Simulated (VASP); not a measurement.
# NaCl (Fm-3m) in VASP: notebook

NaCl is run at these levels: r2SCAN; tasks: single point.

Program: VASP 6.6.1. These are calculated values, not measurements. Logs are shortened: lines on timing, memory, paths and dates and some standing lists are left out, and cuts for length are marked.

## 1. The cell of the first run

Symmetry: Fm-3m, No. 225, cubic system. Conventional cell: a = 5.625 Å, b = 5.625 Å, c = 5.625 Å, α = 90.00°, β = 90.00°, γ = 90.00°. Within 3.7 Å of Cl (site symmetry m-3m) lie 6 Na at 2.81 Å. Within 3.7 Å of Na (site symmetry m-3m) lie 6 Cl at 2.81 Å.

## 2. Single point, r2SCAN

The input, POSCAR:

```
NaCl
1.0
    0.0000000000      2.8125674869      2.8125674869
    2.8125674869      0.0000000000      2.8125674869
    2.8125674869      2.8125674869      0.0000000000
Cl Na
1 1
Direct
    0.5000000000      0.5000000000      0.5000000000
    0.0000000000      0.0000000000      0.0000000000
```

The input, INCAR.step1:

```
SYSTEM = NaCl
  ALGO = Normal
  EDIFF = 1E-4
  ENCUT = 520
  GGA = PE
  ISMEAR = -1
  LASPH = .True.
  LCHARG = .False.
  LREAL = .False.
  LWAVE = .True.
  NBANDS = 14
  NELM = 80
  PREC = Accurate
  SIGMA = 0.05
```

The input, INCAR.step2:

```
SYSTEM = NaCl
  ALGO = Normal
  EDIFF = 1E-6
  ENCUT = 520
  ISIF = 2
  ISMEAR = -1
  ISTART = 1
  LASPH = .True.
  LCHARG = .False.
  LMIXTAU = .True.
  LREAL = .False.
  LWAVE = .False.
  METAGGA = R2SCAN
  NBANDS = 14
  NELM = 80
  PREC = Accurate
  SIGMA = 0.05
```

The input, KPOINTS:

```
k-points
0
Gamma
  8 8 8
  0 0 0
```

Potentials or basis: VASP PAW PBE potentials, release 64 (Cl, Na_pv).

The run is started by

```sh
$ cat potpaw_PBE.64/Cl/POTCAR potpaw_PBE.64/Na_pv/POTCAR > POTCAR
$ cp INCAR.step1 INCAR
$ mpirun -np 1 vasp_std > vasp.out
$ cp INCAR.step2 INCAR
$ mpirun -np 1 vasp_std > vasp.out
```

OUTCAR:

```text
SYSTEM = NaCl
   EDIFF = 1E-6
   ENCUT = 520
   ISIF = 2
   ISMEAR = -1
   ISTART = 1
   LASPH = .True.
   LREAL = .False.
   METAGGA = R2SCAN
   NELM = 80
   PREC = Accurate

 ion  position               nearest neighbor table
   1  0.500  0.500  0.500-
   2  0.000  0.000  0.000-

  LATTYP: Found a face centered cubic cell.
 ALAT       =     5.6251349738

  Lattice vectors:

 A1 = (   0.0000000000,   2.8125674869,   2.8125674869)
 A2 = (   2.8125674869,   0.0000000000,   2.8125674869)
 A3 = (   2.8125674869,   2.8125674869,   0.0000000000)

Analysis of symmetry for initial positions (statically):
=====================================================================
 Subroutine PRICEL returns:
 Original cell was already a primitive cell.

 Routine SETGRP: Setting up the symmetry group for a
 face centered cubic supercell.

 Subroutine GETGRP returns: Found 48 space group operations
 (whereof 48 operations were pure point group operations)
 out of a pool of 48 trial point group operations.

The static configuration has the point symmetry O_h .

Analysis of symmetry for dynamics (positions and initial velocities):
=====================================================================
 Subroutine PRICEL returns:
 Original cell was already a primitive cell.

 Routine SETGRP: Setting up the symmetry group for a
 face centered cubic supercell.

 Subroutine GETGRP returns: Found 48 space group operations
 (whereof 48 operations were pure point group operations)
 out of a pool of 48 trial point group operations.

The dynamic configuration has the point symmetry O_h .

 Subroutine INISYM returns: Found 48 space group operations
 (whereof 48 operations are pure point group operations),
 and found     1 'primitive' translations

----------------------------------------------------------------------------------------

                                     Primitive cell

  volume of cell :      44.4978

  direct lattice vectors                    reciprocal lattice vectors
     0.000000000  2.812567487  2.812567487    -0.177773512  0.177773512  0.177773512
     2.812567487  0.000000000  2.812567487     0.177773512 -0.177773512  0.177773512
     2.812567487  2.812567487  0.000000000     0.177773512  0.177773512 -0.177773512

  length of vectors
     3.977571085  3.977571085  3.977571085     0.307912755  0.307912755  0.307912755

  position of ions in fractional coordinates (direct lattice)
     0.500000000  0.500000000  0.500000000
     0.000000000  0.000000000  0.000000000

  ion indices of the primitive-cell ions
   primitive index   ion index
[... 85 lines left out ...]
   NELECT =      14.0000    total number of electrons
   NUPDOWN=      -1.0000    fix difference up-down
   EMIN   =  10.00;   EMAX   =-10.00  energy-range for DOS
   EFERMI =   0.00;   METHOD = LEGACY
   ISMEAR =    -1;   SIGMA  =   0.05  broadening in eV -4-tet -1-fermi 0-gaus
   EFERMI_NEDOS =   21; number of points for ismear=-14 and -15
   IALGO  =     38    algorithm
   IMIX   =      4    mixing-type and parameters
     AMIX     =   0.40;   BMIX     =  1.00
     AMIX_MAG =   1.60;   BMIX_MAG =  1.00
  volume/ion in A,a.u.               =      22.25       150.14
  Fermi-wavevector in a.u.,A,eV,Ry     =   1.113451  2.104118 16.868146  1.239774
  Thomas-Fermi vector in A             =   2.250036
   LORBIT       =      0    0 simple, 1 ext, 2 COOP (PROOUT), +10 PAW based schemes
   METAGGA = R2SCAN    functional components
   LHFCALC =     F    Hartree Fock is set to
   AEXX    =    0.0000 exact exchange contribution
   IVDW    =     0    specifies the selected vdW correction
   LEPSILON=     F    determine dielectric tensor
   LRPA    =     F    only Hartree local field effects (RPA)
 non-spin polarized calculation
  energy-cutoff  :      520.00
  volume of cell :       44.50
 maximum number of plane-waves:      1243
 NGX is ok and might be reduce to    30
   NGX = 15   NGY = 15   NGZ = 15

 number of electron      13.9999999 magnetization

 Free energy of the ion-electron system (eV)
  ---------------------------------------------------
  ext. energy  EPLUGINS =         0.00000000
  ---------------------------------------------------
  free energy    TOTEN  =       -13.78924055 eV

  energy without entropy =      -13.78924055  energy(sigma->0) =      -13.78924055

 E-fermi :  -0.0666     XC(G=0):  -8.6811

 val. band max:       -1.1187344455   @ k =   0.0000   0.0000   0.0000
 cond. band min:       4.8353681860   @ k =   0.0000   0.0000   0.0000
 fundamental gap:      5.9541026314
 Fermi energy:        -0.0666481850

 k-point     1 :       0.0000    0.0000    0.0000
  band No.  band energies     occupation
      1     -22.6232      2.00000
      2     -22.6229      2.00000
      3     -22.6229      2.00000
      4     -14.3589      2.00000
      5      -1.1187      2.00000
      6      -1.1187      2.00000
      7      -1.1187      2.00000
      8       4.8354      0.00000
      9      10.6493      0.00000
     10      10.6494      0.00000
     11      10.6494      0.00000
     12      12.9085      0.00000
     13      12.9085      0.00000
     14      14.5178      0.00000
[... 377 lines left out ...]
      1     -22.6464      2.00000
      2     -22.6309      2.00000
      3     -22.6270      2.00000
      4     -13.9765      2.00000
      5      -2.7919      2.00000
      6      -1.9045      2.00000
      7      -1.5490      2.00000
      8       7.9200      0.00000
      9       9.3815      0.00000
     10       9.9351      0.00000
     11      11.5008      0.00000
     12      14.1142      0.00000
     13      15.5296      0.00000
     14      16.4451      0.00000

 [... further k-points ...]

------------------------ aborting loop because EDIFF is reached ----------------------------------------

  FORCE on cell =-STRESS in cart. coord.  units (eV):
  Direction    XX          YY          ZZ          XY          YZ          ZX
  --------------------------------------------------------------------------------------
  -------------------------------------------------------------------------------------
  Total       -0.1279596     -0.1279596     -0.1279596      0.0000000      0.0000000     -0.0000000
  in kB       -4.6072807     -4.6072807     -4.6072807      0.0000000      0.0000000     -0.0000000
  external PRESSURE =      -4.6072807 kB  Pullay stress =       0.0000000 kB

 VOLUME and BASIS-vectors are now :
 -----------------------------------------------------------------------------
  energy-cutoff  :      520.00
  volume of cell :       44.50
      direct lattice vectors                 reciprocal lattice vectors
     0.000000000  2.812567487  2.812567487    -0.177773512  0.177773512  0.177773512
     2.812567487  0.000000000  2.812567487     0.177773512 -0.177773512  0.177773512
     2.812567487  2.812567487  0.000000000     0.177773512  0.177773512 -0.177773512

 POSITION                                       TOTAL-FORCE (eV/Angst)
 -----------------------------------------------------------------------------------
      2.81257      2.81257      2.81257         0.000000     -0.000000     -0.000000
      0.00000      0.00000      0.00000        -0.000000      0.000000      0.000000
 -----------------------------------------------------------------------------------
    total drift:                               -0.000000      0.000000      0.000000

  FREE ENERGIE OF THE ION-ELECTRON SYSTEM (eV)
  ---------------------------------------------------
  free  energy   TOTEN  =       -13.7892405537 eV

  energy  without entropy=      -13.7892405536  energy(sigma->0) =      -13.78924055
```

OUTCAR.step1:

```text
SYSTEM = NaCl
   EDIFF = 1E-4
   ENCUT = 520
   GGA = PE
   ISMEAR = -1
   LASPH = .True.
   LREAL = .False.
[... 628 lines left out ...]
      2.81257      2.81257      2.81257         0.000000      0.000000      0.000000
      0.00000      0.00000      0.00000        -0.000000     -0.000000     -0.000000
 -----------------------------------------------------------------------------------
    total drift:                               -0.000000      0.000000      0.000000

  FREE ENERGIE OF THE ION-ELECTRON SYSTEM (eV)
  ---------------------------------------------------
  free  energy   TOTEN  =        -6.7727501387 eV

  energy  without entropy=       -6.7727501387  energy(sigma->0) =       -6.77275014
```

Run time: 1.9 min. Hardware: 1 thread of AMD EPYC 7R13, shared host; peak memory 0.14 GiB.

Results:

```yaml
Free_energy: -13.7892 eV
Pressure: -0.5 GPa
Band_gap_on_the_k_mesh: 5.95 eV
```

Levels at points of the mesh, in eV from the valence-band top:
```
           k point  band 4  band 5  band 6  band 7  band 8  band 9  band 10  band 11
(0.00, 0.00, 0.00)  -13.24    0.00    0.00    0.00    5.95   11.77    11.77    11.77
(0.50, 0.00, 0.00)  -12.89   -1.95   -0.28   -0.28    7.96   11.68    11.79    11.79
(0.50, 0.50, 0.00)  -12.84   -1.70   -0.61   -0.61    8.47    8.61    12.27    15.99
```

Caveat: the PAW data sets were made with another functional, which shifts forces and pressure a little. A k mesh can miss the band edges.

## 3. Single point, r2SCAN

This run uses another cell than the first one, of 22.69 Å³/atom.

The input, POSCAR:

```
NaCl
1.0
    0.0000000000      2.8308314239      2.8308314239
    2.8308314239      0.0000000000      2.8308314239
    2.8308314239      2.8308314239      0.0000000000
Cl Na
1 1
Direct
    0.5000000000      0.5000000000      0.5000000000
    0.0000000000      0.0000000000      0.0000000000
```

The input, INCAR.step1:

```
ALGO = Normal
EDIFF = 1E-4
ENCUT = 520
GGA = PE
ISMEAR = -1
LASPH = T
LCHARG = F
LREAL = F
LWAVE = T
NBANDS = 14
NELM = 60
PREC = Accurate
SIGMA = 0.05
```

The input, INCAR.step2:

```
ALGO = Normal
EDIFF = 1E-7
ENCUT = 520
ISIF = 2
ISMEAR = -1
ISTART = 1
LASPH = T
LCHARG = F
LMIXTAU = T
LREAL = F
LWAVE = F
METAGGA = R2SCAN
NBANDS = 14
NELM = 60
PREC = Accurate
SIGMA = 0.05
```

The input, KPOINTS:

```
k-points
0
Gamma
  8 8 8
```

Potentials or basis: VASP PAW PBE potentials, release 64 (Cl, Na_pv).

The run is started by

```sh
$ cat potpaw_PBE.64/Cl/POTCAR potpaw_PBE.64/Na_pv/POTCAR > POTCAR
$ cp INCAR.step1 INCAR
$ mpirun -np 1 vasp_std > vasp.out
$ cp INCAR.step2 INCAR
$ mpirun -np 1 vasp_std > vasp.out
```

OUTCAR:

```text
EDIFF = 1E-7
   ENCUT = 520
   ISIF = 2
   ISMEAR = -1
   ISTART = 1
   LASPH = T
   LREAL = F
   METAGGA = R2SCAN
   NELM = 60
   PREC = Accurate

 ion  position               nearest neighbor table
   1  0.500  0.500  0.500-
   2  0.000  0.000  0.000-

  LATTYP: Found a face centered cubic cell.
 ALAT       =     5.6616628478

  Lattice vectors:

 A1 = (   0.0000000000,   2.8308314239,   2.8308314239)
 A2 = (   2.8308314239,   0.0000000000,   2.8308314239)
 A3 = (   2.8308314239,   2.8308314239,   0.0000000000)

Analysis of symmetry for initial positions (statically):
=====================================================================
 Subroutine PRICEL returns:
 Original cell was already a primitive cell.

 Routine SETGRP: Setting up the symmetry group for a
 face centered cubic supercell.

 Subroutine GETGRP returns: Found 48 space group operations
 (whereof 48 operations were pure point group operations)
 out of a pool of 48 trial point group operations.

[... 172 lines left out ...]
      2     -22.7702      2.00000
      3     -22.7702      2.00000
      4     -14.4259      2.00000
      5      -1.2298      2.00000
      6      -1.2298      2.00000
      7      -1.2298      2.00000
      8       4.6443      0.00000
      9      10.5192      0.00000
     10      10.5193      0.00000
     11      10.5193      0.00000
     12      12.7541      0.00000
     13      12.7541      0.00000
     14      14.3195      0.00000
[... 377 lines left out ...]
      1     -22.7916      2.00000
      2     -22.7776      2.00000
      3     -22.7740      2.00000
      4     -14.0644      2.00000
      5      -2.8514      2.00000
      6      -1.9891      2.00000
      7      -1.6446      2.00000
      8       7.7567      0.00000
      9       9.1976      0.00000
     10       9.7324      0.00000
     11      11.3180      0.00000
     12      13.8991      0.00000
     13      15.2861      0.00000
     14      16.2189      0.00000

 [... further k-points ...]

------------------------ aborting loop because EDIFF is reached ----------------------------------------

  FORCE on cell =-STRESS in cart. coord.  units (eV):
  Direction    XX          YY          ZZ          XY          YZ          ZX
  --------------------------------------------------------------------------------------
  -------------------------------------------------------------------------------------
  Total       -0.2742697     -0.2742697     -0.2742697     -0.0000000      0.0000000      0.0000000
  in kB       -9.6853743     -9.6853743     -9.6853743     -0.0000000      0.0000000      0.0000000
  external PRESSURE =      -9.6853743 kB  Pullay stress =       0.0000000 kB

 VOLUME and BASIS-vectors are now :
 -----------------------------------------------------------------------------
  energy-cutoff  :      520.00
  volume of cell :       45.37
      direct lattice vectors                 reciprocal lattice vectors
     0.000000000  2.830831424  2.830831424    -0.176626554  0.176626554  0.176626554
     2.830831424  0.000000000  2.830831424     0.176626554 -0.176626554  0.176626554
     2.830831424  2.830831424  0.000000000     0.176626554  0.176626554 -0.176626554

 POSITION                                       TOTAL-FORCE (eV/Angst)
 -----------------------------------------------------------------------------------
      2.83083      2.83083      2.83083         0.000000      0.000000     -0.000000
      0.00000      0.00000      0.00000        -0.000000     -0.000000      0.000000
 -----------------------------------------------------------------------------------
    total drift:                               -0.000000      0.000000      0.000000

  FREE ENERGIE OF THE ION-ELECTRON SYSTEM (eV)
  ---------------------------------------------------
  free  energy   TOTEN  =       -13.7854116910 eV

  energy  without entropy=      -13.7854116910  energy(sigma->0) =      -13.78541169
```

OUTCAR.step1:

```text
EDIFF = 1E-4
   ENCUT = 520
   GGA = PE
   ISMEAR = -1
   LASPH = T
   LREAL = F
[... 627 lines left out ...]
 -----------------------------------------------------------------------------------
      2.83083      2.83083      2.83083         0.000000      0.000000      0.000000
      0.00000      0.00000      0.00000        -0.000000     -0.000000     -0.000000
 -----------------------------------------------------------------------------------
    total drift:                               -0.000000      0.000000      0.000000

  FREE ENERGIE OF THE ION-ELECTRON SYSTEM (eV)
  ---------------------------------------------------
  free  energy   TOTEN  =        -6.7766931117 eV

  energy  without entropy=       -6.7766931117  energy(sigma->0) =       -6.77669311
```

Run time: 2.4 min. Hardware: 1 thread of AMD EPYC 7R13, shared host; peak memory 0.14 GiB.

What came out:

* Free energy: -13.7854 eV
* Pressure: -1.0 GPa
* Band gap on the k mesh: 5.87 eV

Levels at points of the mesh, in eV from the valence-band top:
```tsv
k point	band 3	band 4	band 5	band 6	band 7	band 8	band 9	band 10	band 11	band 12
(0.00, 0.00, 0.00)	-21.54	-13.20	0.00	0.00	0.00	5.87	11.75	11.75	11.75	13.98
(0.50, 0.00, 0.00)	-21.54	-12.87	-1.89	-0.27	-0.27	7.92	11.52	11.74	11.74	15.90
(0.50, 0.50, 0.00)	-21.55	-12.82	-1.65	-0.60	-0.60	8.41	8.62	12.12	15.81	15.81
```

Caveat: the PAW data sets were made with another functional, which shifts forces and pressure a little.
